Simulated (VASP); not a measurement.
A run of VASP 6.6.1:

INCAR

```
SYSTEM = Na
PREC     = Accurate       ! precision mode
ENCUT    = 520            ! plane-wave cutoff, eV
EDIFF    = 1E-6           ! SCF threshold, eV
ISMEAR   = 0              ! smearing method
SIGMA    = 0.15           ! smearing width, eV
LREAL    = .FALSE.        ! projectors in reciprocal space
LASPH    = .TRUE.         ! aspherical terms in the spheres
NELM     = 80             ! most SCF steps
ALGO     = Fast           ! electronic algorithm
ISIF     = 2              ! what is computed and relaxed
LWAVE    = .FALSE.        ! write WAVECAR
LCHARG   = .FALSE.        ! write CHGCAR
NBANDS   = 14             ! bands
```

Contents of KPOINTS:

```
Automatic mesh
0
G
  15 15 8
  0 0 0
```

File POSCAR:

```
Na
1.0
    3.7658190936      0.0000000000      0.0000000000
   -1.8829095468      3.2612950011      0.0000000000
    0.0000000000      0.0000000000      5.8981745703
Na
2
Direct
    0.1400154968      0.6666666667      0.2500000000
    0.8599845032      0.3333333333      0.7500000000
```

Potentials or basis: VASP PAW LDA potentials, release 64 (Na_pv).

Run with:

```sh
$ cat potpaw_LDA.64/Na_pv/POTCAR > POTCAR
$ mpirun -np 1 vasp_std > vasp.out
```

Hardware: 1 thread of Intel Xeon 8259CL, with other jobs on the host.

Q: Estimate the wall time of this run.

A: Run time: 10 min on 1 thread of Intel Xeon 8259CL, on a shared host, peak memory 0.48 GiB. Counts: scf iterations 12, k points 565.
